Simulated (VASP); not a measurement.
# Si62P (a cell with a defect) in VASP: further runs, part 2 of 3

VASP 6.6.1. The steps go on from the part before.

## Step 3: Single point, PBE, collinear spin

INCAR

```
SYSTEM = Si62P
PREC = Accurate
ENCUT = 520
EDIFF = 1E-7
ISMEAR = 0
SIGMA = 0.02
LREAL = Auto
LASPH = .True.
NELM = 150
ALGO = Normal
ISIF = 2
LWAVE = .False.
LCHARG = .False.
ISPIN = 2
MAGMOM = 0 0 0 0 0 0 0 0 0 0 0 0 0 0 0 0 0 0 0 0 0 0 0 0 0 0 0 0 0 0 0 0 0 0 0 0 0 0 0 0 0 0 0 0 0 0 0 0 0 0 0 0 0 0 0 0 0 0 0 0 0 0 0.06
LORBIT = 11
GGA = PE
NBANDS = 168
NELECT = 251.0
LUSENCCL = .False.
```

KPOINTS

```
regular mesh
0
Gamma
  1 1 1
  0 0 0
```

POSCAR

```
Si62P
1.0
   10.8600000000      0.0000000000      0.0000000000
    0.0000000000     10.8600000000      0.0000000000
    0.0000000000      0.0000000000     10.8600000000
Si P
62 1
Direct
    0.5002709024     -0.0002709024      0.0000767035
    0.6261250460      0.1271673112      0.1252667587
    0.7538035912      0.2543219153     -0.0012352670
    0.8745617864      0.3816087477      0.1254382136
    0.7490837017      0.0021622468      0.2509162983
    0.8747332413      0.1271673112      0.3738749540
   -0.0000872928     -0.0000790055      0.0000872928
    0.1247843462      0.1272261510      0.1211785451
    0.2486415285      0.2513584715     -0.0074274401
    0.3727738490      0.3752156538      0.1211785451
    0.5000790055      0.5000872928      0.0000872928
    0.6226279006      0.6259163904      0.1259163904
    0.7494502762      0.7505497238      0.0036997238
    0.8740836096      0.8773720994      0.1259163904
    0.2486856354      0.0012716390      0.2481998158
    0.3759427256      0.1240572744      0.3731130755
    0.4987283610      0.2513143646      0.2481998158
    0.6255301105      0.3738049724      0.3744698895
    0.7494502762      0.5036997238      0.2505497238
    0.8740836096      0.6259163904      0.3773720994
    0.5000740331     -0.0000740331      0.4999259669
    0.6268869245      0.1240572744      0.6240572744
    0.7518001842      0.2513143646      0.5012716390
    0.8788214549      0.3752156538      0.6272261510
    0.7518001842      0.0012716390      0.7513143646
    0.8788214549      0.1272261510      0.8752156538
    0.1183912523      0.6254382136      0.1254382136
    0.2456780847      0.7461964088     -0.0012352670
    0.3728326888      0.8738749540      0.1252667587
    0.0012352670      0.2543219153      0.2461964088
    0.1251965009      0.3748034991      0.3748808471
    0.2456780847      0.4987647330      0.2461964088
    0.3728326888      0.6252667587      0.3738749540
    0.4978377532      0.7509162983      0.2509162983
    0.6248115101      0.8751884899      0.3751884899
   -0.0000767035     -0.0002709024      0.4997290976
    0.1282774401      0.1234786372      0.6234786372
    0.2510428177      0.2489571823      0.4981060773
    0.3765213628      0.3717225599      0.6234786372
    0.5002709024      0.5000767035      0.4997290976
    0.6261250460      0.6252667587      0.6271673112
    0.7490837017      0.7509162983      0.5021622468
    0.8747332413      0.8738749540      0.6271673112
    0.2510428177     -0.0018939227      0.7489571823
    0.3765213628      0.1234786372      0.8717225599
    0.5018939227      0.2489571823      0.7489571823
    0.6251191529      0.3748034991      0.8748034991
    0.7538035912      0.4987647330      0.7543219153
    0.8745617864      0.6254382136      0.8816087477
   -0.0036997238      0.7505497238      0.2505497238
    0.1261950276      0.8744698895      0.3744698895
   -0.0000872928      0.5000872928      0.4999209945
    0.1247843462      0.6211785451      0.6272261510
    0.2486856354      0.7481998158      0.5012716390
    0.3759427256      0.8731130755      0.6240572744
    0.0074274401      0.2513584715      0.7513584715
    0.2486415285      0.4925725599      0.7513584715
    0.3727738490      0.6211785451      0.8752156538
    0.4987283610      0.7481998158      0.7513143646
    0.6255301105      0.8744698895      0.8738049724
    0.0012352670      0.7461964088      0.7543219153
    0.1251965009      0.8748808471      0.8748034991
    0.1236752302      0.3763247698     -0.1236752302
```

Potentials or basis: VASP PAW PBE potentials, release 64 (Si, P).

Run with:

```bash
cat potpaw_PBE.64/Si/POTCAR potpaw_PBE.64/P/POTCAR > POTCAR
mpirun -np 1 vasp_gam > vasp.out
```

Run time: 2 min. Hardware: 1 × NVIDIA H100 80GB with 1 thread of AMD EPYC 7R13 (Zen 3), shared host; peak memory 2 GiB.

It converged, with:

* Free energy: -344.9708 eV
* Largest force: 0.028 eV/Å
* Net moment: 1.00 μB per cell
* Site moments: Si +0.01, +0.00, +0.02 (each value once); P +0.06 μB
* Valence electrons inside the program's atomic spheres: Si 1.68, 1.63, 1.69, 1.70, 1.66 (each value once); P 2.50

Forces on the atoms (eV/Å):
```
Si   0.004 -0.004 -0.007
Si   0.005  0.002  0.002
Si  -0.006 -0.009 -0.003
Si   0.007  0.014 -0.007
Si   0.001 -0.003 -0.001
Si  -0.002  0.002 -0.005
Si  -0.004 -0.002  0.004
Si  -0.002 -0.001  0.003
Si  -0.004  0.004  0.001
Si   0.001  0.002  0.003
Si   0.002  0.004  0.004
Si  -0.002  0.002  0.002
Si  -0.009  0.009  0.000
Si  -0.002  0.002  0.002
Si   0.000  0.004  0.002
Si   0.000  0.000  0.002
Si  -0.004  0.000  0.002
Si   0.003  0.001 -0.003
Si  -0.009  0.000  0.009
Si  -0.002  0.002  0.002
Si   0.008 -0.008 -0.008
Si  -0.002  0.000  0.000
Si  -0.002  0.000  0.004
Si  -0.003  0.002 -0.001
Si  -0.002  0.004  0.000
Si  -0.003 -0.001  0.002
Si  -0.014 -0.007 -0.007
Si   0.009  0.006 -0.003
Si  -0.002 -0.005  0.002
Si   0.003 -0.009  0.006
Si   0.000  0.000  0.000
Si   0.009 -0.003  0.006
Si  -0.002  0.002 -0.005
Si   0.003 -0.001 -0.001
Si   0.001 -0.001 -0.001
Si   0.007 -0.004 -0.004
Si  -0.008  0.000  0.000
Si   0.000  0.000 -0.003
Si   0.000  0.008  0.000
Si   0.004 -0.007 -0.004
Si   0.005  0.002  0.002
Si   0.001 -0.001 -0.003
Si  -0.002 -0.005  0.002
Si   0.000 -0.003  0.000
Si   0.000  0.000  0.008
Si   0.003  0.000  0.000
Si   0.000  0.000  0.000
Si  -0.006 -0.003 -0.009
Si   0.007 -0.007  0.014
Si   0.000  0.009  0.009
Si  -0.001 -0.003 -0.003
Si  -0.004  0.004 -0.002
Si  -0.002  0.003 -0.001
Si   0.000  0.002  0.004
Si   0.000  0.002  0.000
Si  -0.001  0.004  0.004
Si  -0.004  0.001  0.004
Si   0.001  0.003  0.002
Si  -0.004  0.002  0.000
Si   0.003 -0.003  0.001
Si   0.003  0.006 -0.009
Si   0.000  0.000  0.000
P    0.016 -0.016 -0.016
```

Levels at points of the mesh, in eV from the Fermi level:
Spin up:
| k point | band 124 | band 125 | band 126 | band 127 | band 128 | band 129 |
| --- | --- | --- | --- | --- | --- | --- |
| (0.00, 0.00, 0.00) | -0.46 | -0.46 | -0.04 | 0.41 | 0.41 | 0.60 |
Spin down:
| k point | band 122 | band 123 | band 124 | band 125 | band 126 | band 127 | band 128 | band 129 |
| --- | --- | --- | --- | --- | --- | --- | --- | --- |
| (0.00, 0.00, 0.00) | -1.32 | -0.75 | -0.45 | -0.45 | 0.04 | 0.45 | 0.45 | 0.61 |

Caveat: the k points lie up to 0.58 Å⁻¹ apart; the cell carries a net charge on a neutralising background, which shifts energy and pressure; the cell is charged against a uniform background, so pressure and absolute levels hang on convention.

[end of part 2 of 3]
